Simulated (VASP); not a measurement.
# CuO (P6_3/mmc) in VASP: further runs

Aim: see how the results for CuO move with the level of theory and the settings. Levels: PBE, LDA+U. Tasks: electric field gradients, density of states.

Everything below comes from runs of VASP 6.6.1. Logs are shortened: lines on timing, memory, paths and dates and some standing lists are left out, and cuts for length are marked.

## 1. The cell of the first run

The structure is hexagonal, space group P6_3/mmc (No. 194). The conventional cell has a = 3.180 Å, b = 3.180 Å, c = 4.431 Å, α = 90.00°, β = 90.00°, γ = 120.00°. Within 2.8 Å of Cu (site symmetry -3m) lie 6 O at 2.14 Å and 2 Cu at 2.22 Å. O (site symmetry -6m2) has 6 Cu at 2.14 Å within 2.8 Å.

## 2. Electric field gradients, PBE

File INCAR:

```
PREC = Accurate
ENCUT = 520
EDIFF = 1E-8
ISMEAR = -1
SIGMA = 0.05
LREAL = False
LASPH = True
NELM = 60
ALGO = Normal
ISIF = 2
LWAVE = False
LCHARG = False
GGA = PE
LEFG = True
NBANDS = 25
```

File KPOINTS:

```
Automatic mesh
0
Gamma
  10 10 6
```

File POSCAR:

```
CuO
1.0
    3.1795331000      0.0000000000      0.0000000000
   -1.5897665500      2.7535564400      0.0000000000
    0.0000000000      0.0000000000      4.4314907300
Cu O
2 2
Direct
    0.0000000000      0.0000000000      0.0000000000
    0.0000000000      0.0000000000      0.5000000000
    0.3333333333      0.6666666667      0.2500000000
    0.6666666667      0.3333333333      0.7500000000
```

Potentials or basis: VASP PAW PBE potentials, release 64 (Cu, O).

The run is started by

```
$ cat potpaw_PBE.64/Cu/POTCAR potpaw_PBE.64/O/POTCAR > POTCAR
$ mpirun -np 1 vasp_std > vasp.out
```

OUTCAR:

```text
PREC = Accurate
   ENCUT = 520
   EDIFF = 1E-8
   ISMEAR = -1
   LREAL = False
   LASPH = True
   NELM = 60
   ISIF = 2
   GGA = PE

 ion  position               nearest neighbor table
   1  0.000  0.000  0.000-   3 2.14   4 2.14   4 2.14   3 2.14   4 2.14   3 2.14   2 2.22   2 2.22

   2  0.000  0.000  0.500-   3 2.14   4 2.14   4 2.14   3 2.14   4 2.14   3 2.14   1 2.22   1 2.22

   3  0.333  0.667  0.250-   1 2.14   2 2.14   1 2.14   2 2.14   1 2.14   2 2.14
   4  0.667  0.333  0.750-   1 2.14   2 2.14   1 2.14   2 2.14   1 2.14   2 2.14

  LATTYP: Found a hexagonal cell.
 ALAT       =     3.1795331000
 C/A-ratio  =     1.3937551806

  Lattice vectors:

 A1 = (   3.1795331000,   0.0000000000,   0.0000000000)
 A2 = (  -1.5897665500,   2.7535564400,   0.0000000000)
 A3 = (   0.0000000000,   0.0000000000,   4.4314907300)

Analysis of symmetry for initial positions (statically):
=====================================================================
 Subroutine PRICEL returns:
 Original cell was already a primitive cell.

 Routine SETGRP: Setting up the symmetry group for a
 hexagonal supercell.

 Subroutine GETGRP returns: Found 24 space group operations
 (whereof 12 operations were pure point group operations)
 out of a pool of 24 trial point group operations.

The static configuration has the point symmetry D_3d.
 The point group associated with its full space group is D_6h.

Analysis of symmetry for dynamics (positions and initial velocities):
=====================================================================
 Subroutine PRICEL returns:
 Original cell was already a primitive cell.

 Routine SETGRP: Setting up the symmetry group for a
 hexagonal supercell.

 Subroutine GETGRP returns: Found 24 space group operations
 (whereof 12 operations were pure point group operations)
 out of a pool of 24 trial point group operations.

The dynamic configuration has the point symmetry D_3d.
 The point group associated with its full space group is D_6h.

 Subroutine INISYM returns: Found 24 space group operations
 (whereof 12 operations are pure point group operations),
 and found     1 'primitive' translations

----------------------------------------------------------------------------------------

                                     Primitive cell

  volume of cell :      38.7978

  direct lattice vectors                    reciprocal lattice vectors
     3.179533100  0.000000000  0.000000000     0.314511587  0.181583349  0.000000000
    -1.589766550  2.753556440  0.000000000     0.000000000  0.363166698  0.000000000
     0.000000000  0.000000000  4.431490730     0.000000000  0.000000000  0.225657699

  length of vectors
     3.179533100  3.179533103  4.431490730     0.363166698  0.363166698  0.225657699

  position of ions in fractional coordinates (direct lattice)
     0.000000000  0.000000000  0.000000000
     0.000000000  0.000000000  0.500000000
     0.333333333  0.666666667  0.250000000
     0.666666667  0.333333333  0.750000000

  ion indices of the primitive-cell ions
   primitive index   ion index
                 1           1
                 2           2
                 3           3
                 4           4

----------------------------------------------------------------------------------------

 KPOINTS: Automatic mesh

Automatic generation of k-mesh.
 Grid dimensions read from file:
 generate k-points for:   10   10    6

 Generating k-lattice:

  Cartesian coordinates                     Fractional coordinates (reciprocal lattice)
[... 41 lines left out ...]
 [... further k-points ...]
   k-points           NKPTS =     56   k-points in BZ     NKDIM =     56   number of bands    NBANDS=     25
   number of dos      NEDOS =    301   number of ions     NIONS =      4
   total plane-waves  NPLWV =  20736
   dimension x,y,z NGX =    24 NGY =   24 NGZ =   36
   dimension x,y,z NGXF=    48 NGYF=   48 NGZF=   72
   ions per type =               2   2
   NGX,Y,Z   is equivalent  to a cutoff of  12.55, 12.55, 13.51 a.u.
   NGXF,Y,Z  is equivalent  to a cutoff of  25.10, 25.10, 27.01 a.u.
 SYSTEM =  unknown system
   PREC   = accura    normal or accurate (medium, high low for compatibility)
   ISTART =      0    job   : 0-new  1-cont  2-samecut
   ICHARG =      2    charge: 1-file 2-atom 10-const
   ISPIN  =      1    spin polarized calculation?
   LNONCOLLINEAR =      F non collinear calculations
   LSORBIT =      F    spin-orbit coupling
   LASPH  =      T    aspherical Exc in radial PAW
   ENCUT  =  520.0 eV  38.22 Ry    6.18 a.u.   5.91  5.91  8.24*2*pi/ulx,y,z
   NELM   =     60;   NELMIN=  2; NELMDL= -5     # of ELM steps
   EDIFF  = 0.1E-07   stopping-criterion for ELM
   LREAL  =      F    real-space projection
   EDIFFG = 0.1E-06   stopping-criterion for IOM
   NSW    =      0    number of steps for IOM
   IBRION =     -1    ionic relax: 0-MD 1-quasi-New 2-CG
   NFREE  =      0    steps in history (QN), initial steepest desc. (CG)
   ISIF   =      2    stress and relaxation
   ISYM   =      2    0-nonsym 1-usesym 2-fastsym
   POTIM  = 0.5000    time-step for ionic-motion
   TEBEG  =    0.0;   TEEND  =   0.0 temperature during run
   PSTRESS=    0.0 pullay stress
   NELECT =      34.0000    total number of electrons
   NUPDOWN=      -1.0000    fix difference up-down
   EMIN   =  10.00;   EMAX   =-10.00  energy-range for DOS
   EFERMI =   0.00;   METHOD = LEGACY
   ISMEAR =    -1;   SIGMA  =   0.05  broadening in eV -4-tet -1-fermi 0-gaus
   EFERMI_NEDOS =   21; number of points for ismear=-14 and -15
   IALGO  =     38    algorithm
   IMIX   =      4    mixing-type and parameters
     AMIX     =   0.40;   BMIX     =  1.00
     AMIX_MAG =   1.60;   BMIX_MAG =  1.00
  volume/ion in A,a.u.               =       9.70        65.46
  Fermi-wavevector in a.u.,A,eV,Ry     =   1.566626  2.960494 33.393023  2.454318
  Thomas-Fermi vector in A             =   2.668926
   LORBIT       =      0    0 simple, 1 ext, 2 COOP (PROOUT), +10 PAW based schemes
   GGA     = PE    functional components
   LHFCALC =     F    Hartree Fock is set to
   AEXX    =    0.0000 exact exchange contribution
   IVDW    =     0    specifies the selected vdW correction
   LEPSILON=     F    determine dielectric tensor
   LRPA    =     F    only Hartree local field effects (RPA)
 non-spin polarized calculation
  energy-cutoff  :      520.00
  volume of cell :       38.80
 maximum number of plane-waves:      1056
 NGX is ok and might be reduce to    24
   NGX = 11   NGY = 11   NGZ = 17

 number of electron      34.0000021 magnetization

 Free energy of the ion-electron system (eV)
  ---------------------------------------------------
  ext. energy  EPLUGINS =         0.00000000
  ---------------------------------------------------
  free energy    TOTEN  =       -18.13499465 eV

  energy without entropy =      -18.10733416  energy(sigma->0) =      -18.12116440

 E-fermi :   5.7251     XC(G=0): -12.2124

 val. band max:        5.7105189927   @ k =   0.2000   0.2000   0.5000
 cond. band min:       5.7416364083   @ k =   0.3000   0.0000   0.0000
 fundamental gap:      0.0311174156
 Fermi energy:         5.7251435984

 k-point     1 :       0.0000    0.0000    0.0000
  band No.  band energies     occupation
      1     -13.5011      2.00000
      2     -11.9357      2.00000
      3      -0.8128      2.00000
      4       0.3812      2.00000
      5       0.3812      2.00000
      6       1.4642      2.00000
[... 661 lines left out ...]
     24      18.4527      0.00000
     25      19.3822      0.00000

 [... further k-points ...]

------------------------ aborting loop because EDIFF is reached ----------------------------------------

  FORCE on cell =-STRESS in cart. coord.  units (eV):
  Direction    XX          YY          ZZ          XY          YZ          ZX
  --------------------------------------------------------------------------------------
  -------------------------------------------------------------------------------------
  Total       -2.2329907     -2.2329907      9.1939734      0.0000000      0.0000000      0.0000000
  in kB      -92.2126101    -92.2126103    379.6703199      0.0000000      0.0000000      0.0000000
  external PRESSURE =      65.0816999 kB  Pullay stress =       0.0000000 kB

 VOLUME and BASIS-vectors are now :
 -----------------------------------------------------------------------------
  energy-cutoff  :      520.00
  volume of cell :       38.80
      direct lattice vectors                 reciprocal lattice vectors
     3.179533100  0.000000000  0.000000000     0.314511587  0.181583349  0.000000000
    -1.589766550  2.753556440  0.000000000     0.000000000  0.363166698  0.000000000
     0.000000000  0.000000000  4.431490730     0.000000000  0.000000000  0.225657699

 POSITION                                       TOTAL-FORCE (eV/Angst)
 -----------------------------------------------------------------------------------
      0.00000      0.00000      0.00000         0.000000      0.000000     -0.000000
      0.00000      0.00000      2.21575         0.000000      0.000000     -0.000000
     -0.00000      1.83570      1.10787        -0.000000      0.000000     -0.000000
      1.58977      0.91785      3.32362         0.000000     -0.000000      0.000000
 -----------------------------------------------------------------------------------
    total drift:                               -0.000000      0.000000      0.000000

  FREE ENERGIE OF THE ION-ELECTRON SYSTEM (eV)
  ---------------------------------------------------
  free  energy   TOTEN  =       -18.1349946483 eV

  energy  without entropy=      -18.1073341605  energy(sigma->0) =      -18.12116440

 Electric field gradients (V/A^2)
---------------------------------------------------------------------
 ion       V_xx      V_yy      V_zz      V_xy      V_xz      V_yz
---------------------------------------------------------------------
   1      20.027    20.023   -40.050    -0.004    -0.000     0.000
   2      20.027    20.023   -40.050    -0.004     0.000    -0.000
   3      17.934    17.933   -35.867    -0.001     0.000    -0.000
   4      17.934    17.933   -35.867    -0.001     0.000    -0.000
---------------------------------------------------------------------

 Electric field gradients after diagonalization (V/A^2)
 (convention: |V_zz| > |V_xx| > |V_yy|)
----------------------------------------------------------------------
 ion       V_xx      V_yy      V_zz     asymmetry (V_yy - V_xx)/ V_zz
----------------------------------------------------------------------
   1      20.029    20.021   -40.050       0.000
   2      20.029    20.021   -40.050       0.000
   3      17.935    17.932   -35.867       0.000
   4      17.935    17.932   -35.867       0.000
----------------------------------------------------------------------

           NMR quadrupolar parameters

 Cq : quadrupolar parameter    Cq=e*Q*V_zz/h
 eta: asymmetry parameters     (V_yy - V_xx)/ V_zz
 Q  : nuclear electric quadrupole moment in mb (millibarn)
----------------------------------------------------------------------
 ion       Cq(MHz)       eta       Q (mb)
----------------------------------------------------------------------
   1      -0.097       0.000       1.000
   2      -0.097       0.000       1.000
   3      -0.087       0.000       1.000
   4      -0.087       0.000       1.000
----------------------------------------------------------------------
```

It took 31 s on 1 thread of Intel Xeon Platinum 8488C (Sapphire Rapids), shared host; peak memory 0.18 GiB.

Results:

```
Free energy            : -18.1350 eV
Pressure               : 6.5 GPa
Band gap on the k mesh : zero (band 17 reaches 6.32 eV, above the bottom of band 18 at 5.18 eV)
```

Levels at points of the mesh, in eV from the Fermi level:
```csv
k point,band 15,band 16,band 17,band 18,band 19,band 20
"(0.00, 0.00, 0.00)",-1.46,-0.14,0.59,0.59,1.43,5.08
"(0.50, 0.00, 0.00)",-1.48,-1.23,0.35,0.48,6.68,6.78
"(0.00, 0.00, 0.50)",-0.15,-0.15,-0.15,-0.15,4.19,4.19
"(0.50, 0.00, 0.50)",-0.54,-0.54,-0.54,-0.54,5.92,5.92
```

Electric field gradients, principal values (V/Å²):
```csv
atom,least,middle,greatest (by size)
1 Cu,20.021,20.029,-40.050
2 Cu,20.021,20.029,-40.050
3 O,17.932,17.935,-35.867
4 O,17.932,17.935,-35.867
```

Caveat: without QUAD_EFG the Cq values of the log hold for a quadrupole moment of 1 mb, not for the nuclei; semilocal functionals often make such compounds metallic where correlation or magnetic order opens a gap, which also shifts bond lengths. With open d or f shells a metallic result of PBE can be an artefact of self-interaction; +U or a hybrid may open a gap.

## 3. Density of states, LDA+U

POSCAR is that of step 2.

File INCAR.step1:

```
SYSTEM = CuO
PREC     = Accurate       ! precision mode
ENCUT    = 520            ! plane-wave cutoff, eV
EDIFF    = 1E-6           ! SCF threshold, eV
ISMEAR   = -1             ! smearing method
SIGMA    = 0.05           ! smearing width, eV
LREAL    = .False.        ! projectors in reciprocal space
LASPH    = .True.         ! aspherical terms in the spheres
NELM     = 150            ! most SCF steps
ALGO     = Normal         ! electronic algorithm
ISIF     = 2              ! what is computed and relaxed
LWAVE    = .False.        ! write WAVECAR
LCHARG   = .True.         ! write CHGCAR
LMAXMIX  = 4              ! l up to which the mixer works
LDAU     = .True.         ! DFT+U
LDAUTYPE = 2            
LDAUL    = 2 -1           ! shell
LDAUU    = 1 0            ! U, eV
LDAUJ    = 0 0          
LDAUPRINT= 1            
GGA      = CA             ! functional
NBANDS   = 25             ! bands
```

File KPOINTS.step1:

```
regular mesh
0
Gamma
  10 10 6
  0 0 0
```

File INCAR.step2:

```
SYSTEM = CuO
PREC     = Accurate       ! precision mode
ENCUT    = 520            ! plane-wave cutoff, eV
EDIFF    = 1E-6           ! SCF threshold, eV
ISMEAR   = -5             ! smearing method
SIGMA    = 0.05           ! smearing width, eV
LREAL    = .False.        ! projectors in reciprocal space
LASPH    = .True.         ! aspherical terms in the spheres
NELM     = 150            ! most SCF steps
ALGO     = Normal         ! electronic algorithm
ISIF     = 2              ! what is computed and relaxed
LWAVE    = .False.        ! write WAVECAR
LCHARG   = .False.        ! write CHGCAR
LMAXMIX  = 4              ! l up to which the mixer works
LDAU     = .True.         ! DFT+U
LDAUTYPE = 2            
LDAUL    = 2 -1           ! shell
LDAUU    = 1 0            ! U, eV
LDAUJ    = 0 0          
LDAUPRINT= 1            
GGA      = CA             ! functional
LORBIT   = 11             ! projections on sites
NBANDS   = 25             ! bands
NEDOS    = 1001           ! points of the DOS
ICHARG   = 11             ! starting density
```

File KPOINTS.step2:

```
regular mesh
0
Gamma
  15 15 9
  0 0 0
```

Potentials or basis: VASP PAW LDA potentials, release 64 (Cu, O).

The run is started by

```
$ cat potpaw_LDA.64/Cu/POTCAR potpaw_LDA.64/O/POTCAR > POTCAR
$ cp INCAR.step1 INCAR
$ cp KPOINTS.step1 KPOINTS
$ mpirun -np 1 vasp_std > vasp.out
$ cp INCAR.step2 INCAR
$ cp KPOINTS.step2 KPOINTS
$ mpirun -np 1 vasp_std > vasp.out
```

Wall time 3.7 min (1 thread of AMD EPYC 7R13, shared host); peak memory 0.19 GiB.

Results (log left out):

```yaml
Valence_electrons_inside_the_program's_atomic_spheres: Cu 9.93; O 4.85
```

Levels at points of the mesh, in eV from the Fermi level:
| k point | band 13 | band 14 | band 15 | band 16 | band 17 | band 18 | band 19 | band 20 | band 21 | band 22 |
| --- | --- | --- | --- | --- | --- | --- | --- | --- | --- | --- |
| (0.00, 0.00, 0.00) | -1.59 | -1.59 | -1.46 | -0.23 | 0.59 | 0.59 | 1.56 | 5.12 | 11.39 | 12.21 |

Eigenvalues of the final occupation matrices:
```
    site  spin  trace               eigenvalues
site 1 d     1   4.61  0.87 0.87 0.94 0.96 0.96
site 1 d     2   4.61  0.87 0.87 0.94 0.96 0.96
site 2 d     1   4.61  0.87 0.87 0.94 0.96 0.96
site 2 d     2   4.61  0.87 0.87 0.94 0.96 0.96
```

Caveat: U without spin polarisation on a metal has little footing; tetrahedron occupations give inexact forces and stress in metals.
